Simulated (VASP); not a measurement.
# AlNi in VASP: further runs

Runs on AlNi. Level: PBE. Tasks: single point.

Program: VASP 6.6.1. These are calculated values, not measurements. Logs are shortened: lines on timing, memory, paths and dates and some standing lists are left out, and cuts for length are marked.

## (1) The cell of the first run

It takes space group P4mm (No. 99, tetragonal). The conventional cell has a = 2.889 Å, b = 2.889 Å, c = 2.900 Å, α = 90.00°, β = 90.00°, γ = 90.00°. Al (site symmetry 4mm) has 8 Ni at 2.49 to 2.52 Å and 6 Al at 2.89 to 2.90 Å within 3.3 Å. Ni (site symmetry 4mm) has 8 Al at 2.49 to 2.52 Å and 6 Ni at 2.89 to 2.90 Å within 3.3 Å.

## (2) Single point, PBE (mode 4 frozen in at +0.000 Å and mode 6 at -0.020 Å (largest displacements))

The input, INCAR:

```
PREC     = Accurate       # precision mode
ENCUT    = 520            # plane-wave cutoff, eV
EDIFF    = 1E-7           # SCF threshold, eV
ISMEAR   = 0              # smearing method
SIGMA    = 0.15           # smearing width, eV
LREAL    = False          # projectors in reciprocal space
LASPH    = True           # aspherical terms in the spheres
NELM     = 60             # most SCF steps
ALGO     = Fast           # electronic algorithm
ISIF     = 2              # what is computed and relaxed
LWAVE    = False          # write WAVECAR
LCHARG   = False          # write CHGCAR
GGA      = PE             # functional
NBANDS   = 14             # bands
```

The input, KPOINTS:

```
regular mesh
0
Gamma
  16 16 16
```

The input, POSCAR:

```
AlNi
1.0
    2.0426321522     -2.0425983492      0.0000000000
    2.0426321522      2.0425983492      0.0000000000
    0.0000000000      0.0000000000      2.9004437222
Al Ni
1 1
Direct
    0.0000000000      0.0000000000     -0.0068954967
    0.5000000000      0.5000000000      0.5031698813
```

Potentials or basis: VASP PAW PBE potentials, release 64 (Al, Ni).

Started as:

```bash
$ cat potpaw_PBE.64/Al/POTCAR potpaw_PBE.64/Ni/POTCAR > POTCAR
$ mpirun -np 1 vasp_std > vasp.out
```

OUTCAR:

```text
PREC = Accurate
   ENCUT = 520
   EDIFF = 1E-7
   ISMEAR = 0
   LREAL = False
   LASPH = True
   NELM = 60
   ISIF = 2
   GGA = PE

 ion  position               nearest neighbor table
   1  0.000  0.000  0.993-   2 2.49   2 2.49   2 2.49   2 2.49   2 2.52   2 2.52   2 2.52   2 2.52

   2  0.500  0.500  0.503-   1 2.49   1 2.49   1 2.49   1 2.49   1 2.52   1 2.52   1 2.52   1 2.52

  LATTYP: Found a base centered orthorhombic cell.
 ALAT       =     4.0851966984
 B/A-ratio  =     1.0000165490
 C/A-ratio  =     0.7099887561

  Lattice vectors:

 A1 = (  -2.0426321522,  -2.0425983492,   0.0000000000)
 A2 = (   2.0426321522,  -2.0425983492,   0.0000000000)
 A3 = (   0.0000000000,   0.0000000000,   2.9004437222)

Analysis of symmetry for initial positions (statically):
=====================================================================
 Subroutine PRICEL returns:
 Original cell was already a primitive cell.

 Routine SETGRP: Setting up the symmetry group for a
 base centered orthorhombic supercell.

 Subroutine GETGRP returns: Found  4 space group operations
 (whereof  4 operations were pure point group operations)
 out of a pool of  8 trial point group operations.

The static configuration has the point symmetry C_2v.

Analysis of symmetry for dynamics (positions and initial velocities):
=====================================================================
 Subroutine PRICEL returns:
 Original cell was already a primitive cell.

 Routine SETGRP: Setting up the symmetry group for a
 base centered orthorhombic supercell.

 Subroutine GETGRP returns: Found  4 space group operations
 (whereof  4 operations were pure point group operations)
 out of a pool of  8 trial point group operations.

The dynamic configuration has the point symmetry C_2v.

 Subroutine INISYM returns: Found  4 space group operations
 (whereof  4 operations are pure point group operations),
 and found     1 'primitive' translations

----------------------------------------------------------------------------------------

                                     Primitive cell

  volume of cell :      24.2029

  direct lattice vectors                    reciprocal lattice vectors
     2.042632152 -2.042598349  0.000000000     0.244782204 -0.244786255  0.000000000
     2.042632152  2.042598349  0.000000000     0.244782204  0.244786255  0.000000000
     0.000000000  0.000000000  2.900443722     0.000000000  0.000000000  0.344774833

  length of vectors
     2.888694190  2.888694190  2.900443722     0.346177177  0.346177177  0.344774833

[... 87 lines left out ...]
   ISYM   =      2    0-nonsym 1-usesym 2-fastsym
   POTIM  = 0.5000    time-step for ionic-motion
   TEBEG  =    0.0;   TEEND  =   0.0 temperature during run
   PSTRESS=    0.0 pullay stress
   NELECT =      13.0000    total number of electrons
   NUPDOWN=      -1.0000    fix difference up-down
   EMIN   =  10.00;   EMAX   =-10.00  energy-range for DOS
   EFERMI =   0.00;   METHOD = LEGACY
   ISMEAR =     0;   SIGMA  =   0.15  broadening in eV -4-tet -1-fermi 0-gaus
   EFERMI_NEDOS =   21; number of points for ismear=-14 and -15
   IALGO  =     68    algorithm
   IMIX   =      4    mixing-type and parameters
     AMIX     =   0.40;   BMIX     =  1.00
     AMIX_MAG =   1.60;   BMIX_MAG =  1.00
  volume/ion in A,a.u.               =      12.10        81.66
  Fermi-wavevector in a.u.,A,eV,Ry     =   1.330761  2.514774 24.094898  1.770925
  Thomas-Fermi vector in A             =   2.459823
   LORBIT       =      0    0 simple, 1 ext, 2 COOP (PROOUT), +10 PAW based schemes
   GGA     = PE    functional components
   LHFCALC =     F    Hartree Fock is set to
   AEXX    =    0.0000 exact exchange contribution
   IVDW    =     0    specifies the selected vdW correction
   LEPSILON=     F    determine dielectric tensor
   LRPA    =     F    only Hartree local field effects (RPA)
 non-spin polarized calculation
 RMM-DIIS sequential band-by-band and
 Gauss-broadening in eV      SIGMA  =   0.15
  energy-cutoff  :      520.00
  volume of cell :       24.20
 maximum number of plane-waves:       672
 NGX is ok and might be reduce to    24
   NGX = 11   NGY = 11   NGZ = 11

 number of electron      13.0000011 magnetization

 Free energy of the ion-electron system (eV)
  ---------------------------------------------------
  ext. energy  EPLUGINS =         0.00000000
  ---------------------------------------------------
  free energy    TOTEN  =       -10.54116993 eV

  energy without entropy =      -10.53236225  energy(sigma->0) =      -10.53676609

 E-fermi :   9.8708     XC(G=0): -11.9901

 val. band max:        9.8605787025   @ k =   0.0000   0.0000   0.3125
 cond. band min:       9.8737264312   @ k =  -0.3750   0.1250   0.3125
 fundamental gap:      0.0131477288
 Fermi energy:         9.8707874506

 k-point     1 :       0.0000    0.0000    0.0000
  band No.  band energies     occupation
      1      -1.1825      2.00000
      2       6.6983      2.00000
      3       6.7014      2.00000
      4       8.3491      2.00000
      5       8.3492      2.00000
      6       8.3595      2.00000
      7      15.2215      0.00000
      8      15.3643      0.00000
      9      15.3644      0.00000
     10      17.9373      0.00000
     11      17.9711      0.00000
     12      23.3896      0.00000
     13      30.6153      0.00000
     14      30.6275      0.00000
[... 377 lines left out ...]
      1      -1.0396      2.00000
      2       6.7042      2.00000
      3       6.7207      2.00000
      4       8.2958      2.00000
      5       8.3130      2.00000
      6       8.3294      2.00000
      7      14.5045      0.00000
      8      14.8229      0.00000
      9      15.4149      0.00000
     10      18.3026      0.00000
     11      19.0646      0.00000
     12      23.8841      0.00000
     13      28.9413      0.00000
     14      29.7248      0.00000

 [... further k-points ...]
[... 5 lines left out ...]
  --------------------------------------------------------------------------------------
  -------------------------------------------------------------------------------------
  Total        0.0161790      0.0167492     -0.0378225      0.0000000      0.0000000      0.0000000
  in kB        1.0710103      1.1087603     -2.5037608      0.0000000      0.0000000      0.0000000
  external PRESSURE =      -0.1079967 kB  Pullay stress =       0.0000000 kB

 VOLUME and BASIS-vectors are now :
 -----------------------------------------------------------------------------
  energy-cutoff  :      520.00
  volume of cell :       24.20
      direct lattice vectors                 reciprocal lattice vectors
     2.042632152 -2.042598349  0.000000000     0.244782204 -0.244786255  0.000000000
     2.042632152  2.042598349  0.000000000     0.244782204  0.244786255  0.000000000
     0.000000000  0.000000000  2.900443722     0.000000000  0.000000000  0.344774833

 POSITION                                       TOTAL-FORCE (eV/Angst)
 -----------------------------------------------------------------------------------
      0.00000      0.00000      2.88044         0.000000      0.000000      0.166698
      2.04263      0.00000      1.45942         0.000000      0.000000     -0.166698
 -----------------------------------------------------------------------------------
    total drift:                               -0.000000     -0.000000     -0.000079

  FREE ENERGIE OF THE ION-ELECTRON SYSTEM (eV)
  ---------------------------------------------------
  free  energy   TOTEN  =       -10.5411699252 eV

  energy  without entropy=      -10.5323622540  energy(sigma->0) =      -10.53676609
```

stdout:

```text
POSCAR found type information on POSCAR AlNi
 POSCAR found :  2 types and       2 ions
 scaLAPACK will be used
 LDA part: xc-table for (Slater+PW92), standard interpolation
 POSCAR, INCAR and KPOINTS ok, starting setup
 FFT: planning ... GRIDC
 FFT: planning ... GRID_SOFT
 FFT: planning ... GRID
 WAVECAR not read
 entering main loop
WARNING in EDDRMM: call to ZHEGV failed, returncode =   8  4     14
WARNING in EDDRMM: call to ZHEGV failed, returncode =   8  4     13
WARNING in EDDRMM: call to ZHEGV failed, returncode =   6  3     12
WARNING in EDDRMM: call to ZHEGV failed, returncode =   8  4     13
```

It took 2 min on 1 thread of Intel Xeon Platinum 8488C (Sapphire Rapids), shared host; peak memory 0.33 GiB.

Results:

- Free energy: -10.5412 eV
- Pressure: 0.0 GPa
- Largest force: 0.167 eV/Å

Forces on the atoms (eV/Å):
```
Al   0.000  0.000  0.167
Ni   0.000  0.000 -0.167
```

Caveat: the cell differs from its parent crystal (mode 4 frozen in at +0.000 Å and mode 6 at -0.020 Å (largest displacements)).

## (3) Single point, PBE (mode 4 frozen in at +0.000 Å and mode 6 at -0.060 Å (largest displacements))

The input, INCAR:

```
ALGO = Fast
EDIFF = 1E-6
ENCUT = 520
GGA = PE
ISIF = 2
ISMEAR = 0
LASPH = True
LCHARG = True
LELF = True
LREAL = False
LVHAR = True
LWAVE = False
NBANDS = 14
NELM = 80
PREC = Accurate
SIGMA = 0.15
```

The input, KPOINTS:

```
k-points
0
Gamma
  16 16 16
```

The input, POSCAR:

```
AlNi
1.0
    2.0426321522     -2.0425983492      0.0000000000
    2.0426321522      2.0425983492      0.0000000000
    0.0000000000      0.0000000000      2.9004437222
Al Ni
1 1
Direct
    0.0000000000      0.0000000000     -0.0206864900
    0.5000000000      0.5000000000      0.5095096438
```

Potentials or basis: VASP PAW PBE potentials, release 64 (Al, Ni).

Started as:

```bash
$ cat potpaw_PBE.64/Al/POTCAR potpaw_PBE.64/Ni/POTCAR > POTCAR
$ mpirun -np 1 vasp_std > vasp.out
```

OUTCAR:

```text
EDIFF = 1E-6
   ENCUT = 520
   GGA = PE
   ISIF = 2
   ISMEAR = 0
   LASPH = True
   LREAL = False
   NELM = 80
   PREC = Accurate

 ion  position               nearest neighbor table
   1  0.000  0.000  0.979-   2 2.46   2 2.46   2 2.46   2 2.46   2 2.56   2 2.56   2 2.56   2 2.56

   2  0.500  0.500  0.510-   1 2.46   1 2.46   1 2.46   1 2.46   1 2.56   1 2.56   1 2.56   1 2.56

  LATTYP: Found a base centered orthorhombic cell.
 ALAT       =     4.0851966984
 B/A-ratio  =     1.0000165490
 C/A-ratio  =     0.7099887561

  Lattice vectors:

[... 589 lines left out ...]
     10      18.3017      0.00000
     11      19.0693      0.00000
     12      23.8396      0.00000
     13      28.9402      0.00000
     14      29.6852      0.00000

 [... further k-points ...]
[... 5 lines left out ...]
  --------------------------------------------------------------------------------------
  -------------------------------------------------------------------------------------
  Total        0.1041189      0.1046995      0.0019957      0.0000000      0.0000000      0.0000000
  in kB        6.8924363      6.9308664      0.1321136      0.0000000      0.0000000      0.0000000
  external PRESSURE =       4.6518054 kB  Pullay stress =       0.0000000 kB

 VOLUME and BASIS-vectors are now :
 -----------------------------------------------------------------------------
  energy-cutoff  :      520.00
  volume of cell :       24.20
      direct lattice vectors                 reciprocal lattice vectors
     2.042632152 -2.042598349  0.000000000     0.244782204 -0.244786255  0.000000000
     2.042632152  2.042598349  0.000000000     0.244782204  0.244786255  0.000000000
     0.000000000  0.000000000  2.900443722     0.000000000  0.000000000  0.344774833

 POSITION                                       TOTAL-FORCE (eV/Angst)
 -----------------------------------------------------------------------------------
      0.00000      0.00000      2.84044         0.000000      0.000000      0.500233
      2.04263      0.00000      1.47780         0.000000      0.000000     -0.500233
 -----------------------------------------------------------------------------------
    total drift:                                0.000000     -0.000000     -0.000246

  FREE ENERGIE OF THE ION-ELECTRON SYSTEM (eV)
  ---------------------------------------------------
  free  energy   TOTEN  =       -10.5217075040 eV

  energy  without entropy=      -10.5129135063  energy(sigma->0) =      -10.51731051
```

stdout:

```text
POSCAR found type information on POSCAR AlNi
 POSCAR found :  2 types and       2 ions
 scaLAPACK will be used
 LDA part: xc-table for (Slater+PW92), standard interpolation
 POSCAR, INCAR and KPOINTS ok, starting setup
 FFT: planning ... GRIDC
 FFT: planning ... GRID_SOFT
 FFT: planning ... GRID
 WAVECAR not read
 entering main loop
WARNING in EDDRMM: call to ZHEGV failed, returncode =   8  4     14
WARNING in EDDRMM: call to ZHEGV failed, returncode =   8  4     12
WARNING in EDDRMM: call to ZHEGV failed, returncode =   8  4     13
WARNING in EDDRMM: call to ZHEGV failed, returncode =   6  3     14
```

It took 2.1 min on 1 thread of Intel Xeon Platinum 8488C (Sapphire Rapids), shared host; peak memory 0.33 GiB.

What came out:

```yaml
Free_energy: -10.5217 eV
Pressure: 0.5 GPa
Largest_force: 0.500 eV/Å
```

Forces on the atoms (eV/Å):
```
Al   0.000  0.000  0.500
Ni   0.000  0.000 -0.500
```

Caveat: the cell differs from its parent crystal (mode 4 frozen in at +0.000 Å and mode 6 at -0.060 Å (largest displacements)). Spin polarisation is off, so any magnetic state and its effect on volume and gap are missing.

(Part 1 of 2 ends here.)
